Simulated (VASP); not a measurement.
Here is a VASP 6.6.1 calculation.

The input INCAR:

```
  PREC = Accurate
  ENCUT = 520
  EDIFF = 1E-6
  ISMEAR = -1
  SIGMA = 0.1
  LREAL = False
  LASPH = True
  NELM = 80
  ALGO = Normal
  ISIF = 2
  LWAVE = False
  LCHARG = False
  GGA = PS
  NBANDS = 21
```

KPOINTS

```
regular mesh
0
Gamma
  4 4 4
```

Contents of POSCAR:

```
MgSb2
1.0
    4.6660913990     -2.9213306804      0.0000000000
    4.6660913990      2.9213306804      0.0000000000
    0.0000000000      0.0000000000      5.5693183292
Mg Sb
2 4
Direct
    0.3158800000      0.6841200000      0.7500000000
    0.6841200000      0.3158800000      0.2500000000
    0.6345700000      0.0337800000      0.7500000000
    0.9662200000      0.3654300000      0.7500000000
    0.0337800000      0.6345700000      0.2500000000
    0.3654300000      0.9662200000      0.2500000000
```

Potentials or basis: VASP PAW PBE potentials, release 64 (Mg, Sb).

Command:

```console
$ cat potpaw_PBE.64/Mg/POTCAR potpaw_PBE.64/Sb/POTCAR > POTCAR
$ mpirun -np 1 vasp_std > vasp.out
```

Question: Estimate the pressure.

Answer: -1.2 GPa.

Question: What does it give for the band gap on the k mesh?

Answer: Zero (band 12 reaches 7.54 eV, above the bottom of band 13 at 5.38 eV).

Question: Predict the largest force.

Answer: 0.301 eV/Å.

Stress tensor (GPa, compression positive):
```
 0.59  0.00  0.00
 0.00 -1.76  0.00
 0.00  0.00 -2.51
```

Caveat: the PAW data sets were made with another functional, which shifts forces and pressure a little; spin-orbit coupling is left out, which moves the levels of the heavy elements.
